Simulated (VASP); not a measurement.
Sc4Ta:

```
Sc Ta
1.0
    -2.84923    2.84923    2.84923
     2.84923   -2.84923    2.84923
     2.84923    2.84923   -2.84923
Sc Ta
4 1
Direct
  0.00000 0.00000 0.50000
  0.00000 0.50000 0.00000
  0.50000 0.00000 0.00000
  0.50000 0.50000 0.50000
  0.00000 0.00000 0.00000
```

* Program: VASP 6.6.1
* Task: relaxation of cell and atoms
* Functional: PBE
* Potentials or basis: VASP PAW PBE potentials, release 64 (Sc_sv, Ta_pv)
* Cutoff: 600 eV
* k mesh: 4 × 4 × 4
* Occupations: gaussian, width 0.1 eV
* Spin: no spin polarisation

At the start: pressure 37.6 GPa; volume 18.50 Å³/atom.

Q: How do energy, volume and symmetry change on relaxing?

A: Over 4 steps the energy falls by 788.0 meV/atom and the volume is 27.62 Å³/atom (+49.2 %); space group Im-3m (No. 229, to 0.05 Å).

Step by step:
```csv
step,energy change (eV),largest force (eV/Å),pressure (GPa),volume (Å³)
1,0.0000,0.0000,37.58,92.52
2,-3.3738,0.0000,-6.27,163.66
3,-3.9383,0.0000,0.43,136.70
4,-3.9400,0.0000,-0.04,138.08
```

Final structure:
```xyz
5
Lattice="-3.2561 3.2561 3.2561 3.2561 -3.2561 3.2561 3.2561 3.2561 -3.2561" Properties=species:S:1:pos:R:3 pbc="T T T"
Sc    1.6280    1.6280    4.8841
Sc    1.6280   -1.6280    1.6280
Sc    1.6280    4.8841   -1.6280
Sc    1.6280    1.6280    1.6280
Ta    0.0000    0.0000    6.5121
```

Caveat: the k points lie up to 0.34 Å⁻¹ apart in the final cell; the volume moved by over 15 % at a fixed basis, so the end points are rough.
